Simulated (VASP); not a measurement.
# Sn (Fd-3m) in VASP: density of states with PBE

Aim: the density of states of Sn with PBE.

All numbers are computed with VASP 6.6.1; they aren't measurements. Logs are shortened: lines on timing, memory, paths and dates and some standing lists are left out, and cuts for length are marked.

## 1. The cell of the first run

Symmetry: Fd-3m, No. 227, cubic system. Conventional cell: a = 5.025 Å, b = 5.025 Å, c = 5.025 Å, α = 90.00°, β = 90.00°, γ = 90.00°. Within 2.9 Å of Sn (site symmetry -43m) lie 4 Sn at 2.18 Å.

## 2. Density of states, PBE (volume scaled by 0.43)

POSCAR reads:

```
Sn
1.0
    0.0000000000      2.5123035211      2.5123035211
    2.5123035211      0.0000000000      2.5123035211
    2.5123035211      2.5123035211      0.0000000000
Sn
2
Direct
   -0.1250000000     -0.1250000000     -0.1250000000
    0.1250000000      0.1250000000      0.1250000000
```

INCAR.step1 reads:

```
SYSTEM = Sn
ALGO     = Normal         ! electronic algorithm
EDIFF    = 1E-6           ! SCF threshold, eV
ENCUT    = 520            ! plane-wave cutoff, eV
GGA      = PE             ! functional
ISIF     = 2              ! what is computed and relaxed
ISMEAR   = -1             ! smearing method
LASPH    = .TRUE.         ! aspherical terms in the spheres
LCHARG   = .TRUE.         ! write CHGCAR
LREAL    = .FALSE.        ! projectors in reciprocal space
LWAVE    = .FALSE.        ! write WAVECAR
NBANDS   = 21             ! bands
NELM     = 80             ! most SCF steps
PREC     = Accurate       ! precision mode
SIGMA    = 0.08           ! smearing width, eV
```

KPOINTS.step1 reads:

```
k-points
0
G
  10 10 10
  0 0 0
```

INCAR.step2 reads:

```
SYSTEM = Sn
ALGO     = Normal         ! electronic algorithm
EDIFF    = 1E-6           ! SCF threshold, eV
ENCUT    = 520            ! plane-wave cutoff, eV
GGA      = PE             ! functional
ICHARG   = 11             ! starting density
ISIF     = 2              ! what is computed and relaxed
ISMEAR   = -5             ! smearing method
LASPH    = .TRUE.         ! aspherical terms in the spheres
LCHARG   = .FALSE.        ! write CHGCAR
LORBIT   = 11             ! projections on sites
LREAL    = .FALSE.        ! projectors in reciprocal space
LWAVE    = .FALSE.        ! write WAVECAR
NEDOS    = 2001           ! points of the DOS
NELM     = 80             ! most SCF steps
PREC     = Accurate       ! precision mode
SIGMA    = 0.08           ! smearing width, eV
```

KPOINTS.step2 reads:

```
k-points
0
G
  15 15 15
  0 0 0
```

Potentials or basis: VASP PAW PBE potentials, release 64 (Sn_d).

Run with:

```sh
cat potpaw_PBE.64/Sn_d/POTCAR > POTCAR
cp INCAR.step1 INCAR
cp KPOINTS.step1 KPOINTS
mpirun -np 1 vasp_std > vasp.out
cp INCAR.step2 INCAR
cp KPOINTS.step2 KPOINTS
mpirun -np 1 vasp_std > vasp.out
```

OUTCAR:

```text
SYSTEM = Sn
   EDIFF = 1E-6
   ENCUT = 520
   GGA = PE
   ICHARG = 11
   ISIF = 2
   ISMEAR = -5
   LASPH = .TRUE.
   LORBIT = 11
   LREAL = .FALSE.
   NELM = 80
   PREC = Accurate

 ion  position               nearest neighbor table
   1  0.875  0.875  0.875-   2 2.18   2 2.18   2 2.18   2 2.18
   2  0.125  0.125  0.125-   1 2.18   1 2.18   1 2.18   1 2.18

  LATTYP: Found a face centered cubic cell.
 ALAT       =     5.0246070422

  Lattice vectors:

 A1 = (   0.0000000000,   2.5123035211,   2.5123035211)
 A2 = (   2.5123035211,   0.0000000000,   2.5123035211)
 A3 = (   2.5123035211,   2.5123035211,   0.0000000000)

Analysis of symmetry for initial positions (statically):
=====================================================================
 Subroutine PRICEL returns:
 Original cell was already a primitive cell.

 Routine SETGRP: Setting up the symmetry group for a
 face centered cubic supercell.

 Subroutine GETGRP returns: Found 48 space group operations
 (whereof 12 operations were pure point group operations)
 out of a pool of 48 trial point group operations.

The static configuration has the point symmetry D_3d.
 The point group associated with its full space group is O_h .

Analysis of symmetry for dynamics (positions and initial velocities):
=====================================================================
 Subroutine PRICEL returns:
 Original cell was already a primitive cell.

 Routine SETGRP: Setting up the symmetry group for a
 face centered cubic supercell.

 Subroutine GETGRP returns: Found 48 space group operations
 (whereof 12 operations were pure point group operations)
 out of a pool of 48 trial point group operations.

The dynamic configuration has the point symmetry D_3d.
 The point group associated with its full space group is O_h .

 Subroutine INISYM returns: Found 48 space group operations
 (whereof 12 operations are pure point group operations),
 and found     1 'primitive' translations

----------------------------------------------------------------------------------------

                                     Primitive cell

  volume of cell :      31.7137

  direct lattice vectors                    reciprocal lattice vectors
     0.000000000  2.512303521  2.512303521    -0.199020539  0.199020539  0.199020539
     2.512303521  0.000000000  2.512303521     0.199020539 -0.199020539  0.199020539
     2.512303521  2.512303521  0.000000000     0.199020539  0.199020539 -0.199020539

  length of vectors
[... 90 lines left out ...]
   ISIF   =      2    stress and relaxation
   ISYM   =      2    0-nonsym 1-usesym 2-fastsym
   POTIM  = 0.5000    time-step for ionic-motion
   TEBEG  =    0.0;   TEEND  =   0.0 temperature during run
   PSTRESS=    0.0 pullay stress
   NELECT =      28.0000    total number of electrons
   NUPDOWN=      -1.0000    fix difference up-down
   EMIN   =  10.00;   EMAX   =-10.00  energy-range for DOS
   EFERMI =   0.00;   METHOD = LEGACY
   ISMEAR =    -5;   SIGMA  =   0.08  broadening in eV -4-tet -1-fermi 0-gaus
   EFERMI_NEDOS =   21; number of points for ismear=-14 and -15
   IALGO  =     38    algorithm
   IMIX   =      4    mixing-type and parameters
     AMIX     =   0.40;   BMIX     =  1.00
     AMIX_MAG =   1.60;   BMIX_MAG =  1.00
  volume/ion in A,a.u.               =      15.86       107.01
  Fermi-wavevector in a.u.,A,eV,Ry     =   1.570527  2.967866 33.559518  2.466555
  Thomas-Fermi vector in A             =   2.672247
   LORBIT       =     11    0 simple, 1 ext, 2 COOP (PROOUT), +10 PAW based schemes
   GGA     = PE    functional components
   LHFCALC =     F    Hartree Fock is set to
   AEXX    =    0.0000 exact exchange contribution
   IVDW    =     0    specifies the selected vdW correction
   LEPSILON=     F    determine dielectric tensor
   LRPA    =     F    only Hartree local field effects (RPA)
 non-spin polarized calculation
 Fermi weights with tetrahedron method with Bloechl corrections
  energy-cutoff  :      520.00
  volume of cell :       31.71
 maximum number of plane-waves:       881

 number of electron      28.0000009 magnetization

 Free energy of the ion-electron system (eV)
  ---------------------------------------------------
  ext. energy  EPLUGINS =         0.00000000
  ---------------------------------------------------
  free energy    TOTEN  =         5.46807012 eV

  energy without entropy =        5.46807012  energy(sigma->0) =        5.46807012

 E-fermi :  17.8513     XC(G=0): -12.8266

 val. band max:       17.9753058335   @ k =  -0.1333   0.1333   0.0000
 cond. band min:      17.8326605810   @ k =   0.1333   0.0000   0.0000
 fundamental gap:     -0.1426452524
 Fermi energy:        17.8512811313

 k-point     1 :       0.0000    0.0000    0.0000
  band No.  band energies     occupation
      1      -7.8820      2.00000
      2      -7.8820      2.00000
      3      -7.8820      2.00000
      4      -7.6998      2.00000
      5      -7.6998      2.00000
      6      -5.8423      2.00000
[... 481 lines left out ...]
      5      -7.3057      2.00000
      6      -6.2938      2.00000
[... 10 lines left out ...]
     17      23.6121      0.00000
     18      24.0130      0.00000

 [... further k-points ...]

------------------------ aborting loop because EDIFF is reached ----------------------------------------

  FORCE on cell =-STRESS in cart. coord.  units (eV):
  Direction    XX          YY          ZZ          XY          YZ          ZX
  --------------------------------------------------------------------------------------
  -------------------------------------------------------------------------------------
  Total       44.1692540     44.1692540     44.1692540      0.0000000      0.0000000     -0.0000000
  in kB     2231.4354578   2231.4354578   2231.4354578      0.0000000      0.0000000     -0.0000000
  external PRESSURE =    2231.4354578 kB  Pullay stress =       0.0000000 kB

 VOLUME and BASIS-vectors are now :
 -----------------------------------------------------------------------------
  energy-cutoff  :      520.00
  volume of cell :       31.71
      direct lattice vectors                 reciprocal lattice vectors
     0.000000000  2.512303521  2.512303521    -0.199020539  0.199020539  0.199020539
     2.512303521  0.000000000  2.512303521     0.199020539 -0.199020539  0.199020539
     2.512303521  2.512303521  0.000000000     0.199020539  0.199020539 -0.199020539

 POSITION                                       TOTAL-FORCE (eV/Angst)
 -----------------------------------------------------------------------------------
      4.39653      4.39653      4.39653         0.000000     -0.000000      0.000000
      0.62808      0.62808      0.62808        -0.000000      0.000000     -0.000000
 -----------------------------------------------------------------------------------
    total drift:                                0.000000     -0.000000     -0.000000

  FREE ENERGIE OF THE ION-ELECTRON SYSTEM (eV)
  ---------------------------------------------------
  free  energy   TOTEN  =         5.4680701204 eV

  energy  without entropy=        5.4680701204  energy(sigma->0) =        5.46807012

 total charge

# of ion       s       p       d       tot
------------------------------------------
    1        1.282   2.439  10.273  13.994
    2        1.282   2.439  10.273  13.994
--------------------------------------------------
tot          2.564   4.878  20.545  27.988
```

OUTCAR.step1:

```text
SYSTEM = Sn
   EDIFF = 1E-6
   ENCUT = 520
   GGA = PE
   ISIF = 2
   ISMEAR = -1
   LASPH = .TRUE.
[... 798 lines left out ...]
      4.39653      4.39653      4.39653         0.000000      0.000000      0.000000
      0.62808      0.62808      0.62808        -0.000000     -0.000000     -0.000000
 -----------------------------------------------------------------------------------
    total drift:                                0.000000     -0.000000     -0.000000

  FREE ENERGIE OF THE ION-ELECTRON SYSTEM (eV)
  ---------------------------------------------------
  free  energy   TOTEN  =         5.4684583728 eV

  energy  without entropy=        5.4753800298  energy(sigma->0) =        5.47191920
```

OSZICAR.step1:

```text
N       E                     dE             d eps       ncg     rms          rms(c)
DAV:   1     0.229528790293E+03    0.22953E+03   -0.14316E+04  2140   0.253E+03
DAV:   2     0.257482216533E+02   -0.20378E+03   -0.19836E+03  1984   0.476E+02
DAV:   3     0.528433926470E+01   -0.20464E+02   -0.20320E+02  2220   0.135E+02
DAV:   4     0.475635192904E+01   -0.52799E+00   -0.52764E+00  2305   0.229E+01
DAV:   5     0.474074909645E+01   -0.15603E-01   -0.15602E-01  2584   0.384E+00    0.912E+00
DAV:   6     0.521818520557E+01    0.47744E+00   -0.92974E-02  2844   0.210E+00    0.538E+00
DAV:   7     0.546888315513E+01    0.25070E+00   -0.16149E-01  2857   0.329E+00    0.229E-01
DAV:   8     0.546847466539E+01   -0.40849E-03   -0.91076E-03  2277   0.673E-01    0.109E-01
DAV:   9     0.546844672231E+01   -0.27943E-04   -0.39915E-04  2714   0.166E-01    0.314E-02
DAV:  10     0.546845782085E+01    0.11099E-04   -0.41454E-05  2698   0.947E-02    0.115E-02
DAV:  11     0.546845837281E+01    0.55195E-06   -0.19532E-06  1881   0.113E-02
   1 F= 0.54684584E+01 E0= 0.54719192E+01  d E =-.692166E-02
```

Run time: 1.9 min. Hardware: 1 thread of AMD EPYC 7R13, shared host; peak memory 0.16 GiB.

What came out:

- Valence electrons inside the program's atomic spheres: Sn 13.99

Caveat: spin-orbit coupling is left out, which moves the levels of the heavy elements; tetrahedron occupations give inexact forces and stress in metals.
